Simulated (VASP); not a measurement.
Write the native input for VASP 6.6.1 that does the following.

```yaml
Task: electric field gradients
Functional: PBE
Potentials_or_basis: VASP PAW PBE potentials, release 64 (Mn_pv, S)
Cutoff: 520 eV
k_mesh: 10 × 10 × 10
Occupations: fermi-dirac, width 0.05 eV
Spin: non-collinear spin, typed start, spin-orbit coupling
Starting_moments: "[[0.0, 0.0, 4.0], [0.0, 0.0, 0.0]] μB"
Dipole_correction: no
Further_INCAR_settings: ALGO = Normal; EDIFF = 1e-08; NBANDS = 31
```

The structure of MnS lies in POSCAR:

```
MnS
1.0
    0.0000000000      2.8000000000      2.8000000000
    2.8000000000      0.0000000000      2.8000000000
    2.8000000000      2.8000000000      0.0000000000
Mn S
1 1
Direct
    0.0000000000      0.0000000000      0.0000000000
    0.7500000000      0.7500000000      0.7500000000
```

The input as run:

INCAR

```
SYSTEM = MnS
PREC = Accurate ; ENCUT = 520
EDIFF = 1E-8 ; ISMEAR = -1
SIGMA = 0.05 ; LREAL = .False.
LASPH = .True. ; NELM = 150
ALGO = Normal ; ISIF = 2
LWAVE = .False. ; LCHARG = .False.
LNONCOLLINEAR = .True. ; MAGMOM = 0 0 4 0 0 0
LORBIT = 11 ; LSORBIT = .True.
GGA_COMPAT = .False. ; LORBMOM = .True.
LMAXMIX = 4 ; GGA = PE
LEFG = .True. ; NBANDS = 31
```

KPOINTS

```
Automatic mesh
0
Gamma
  10 10 10
  0 0 0
```

Potentials or basis: VASP PAW PBE potentials, release 64 (Mn_pv, S).

Run with:

```console
$ cat potpaw_PBE.64/Mn_pv/POTCAR potpaw_PBE.64/S/POTCAR > POTCAR
$ mpirun -np 1 vasp_ncl > vasp.out
```

It gave:

```
Pressure                                              : 1.1 GPa
Net moment                                            : 4.92 μB per cell
Valence electrons inside the program's atomic spheres : Mn 11.38; S 3.76
```

Caveat: without QUAD_EFG the Cq values of the log hold for a quadrupole moment of 1 mb, not for the nuclei; a cell with one magnetic atom can't hold antiferromagnetic order, which such compounds often take.

Run time: 22 min on 1 thread of Intel(R) Xeon(R) Platinum 8259CL CPU @ 2.50GHz (Skylake/Cascade Lake), with other jobs on the host, peak memory 0.63 GiB.
